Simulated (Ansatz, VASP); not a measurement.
## One calculation of WC, two programs

```xyz
2
Lattice="0.0000 2.1285 2.1285 2.1285 0.0000 2.1285 2.1285 2.1285 0.0000" Properties=species:S:1:pos:R:3 pbc="T T T"
W     0.0000    0.0000    0.0000
C     2.1285    2.1285    2.1285
```

Change from the starting cell: volume scaled by 0.94, LAPW.

Alike in both runs: task single point; functional PBEsol; k mesh 15 × 15 × 15; occupations fermi-dirac, width 0.1 eV; no spin polarisation.

|  | VASP | Ansatz |
| --- | --- | --- |
| version | VASP 6.6.1 | Ansatz 0.2.0 |
| potentials or method | VASP PAW PBE potentials, release 64 (W_sv, C), cutoff 520 eV | all-electron LAPW, scalar-relativistic |

Ansatz gave:

```
pressure (GPa) : 27.4
```

**Question.** Estimate VASP's values.

**Answer.** Pressure (GPa): 29.0.

VASP's potentials were made for PBE, not for PBEsol. Ansatz ran all-electron here, and VASP with PAW potentials.

Neither program's run includes spin-orbit coupling.
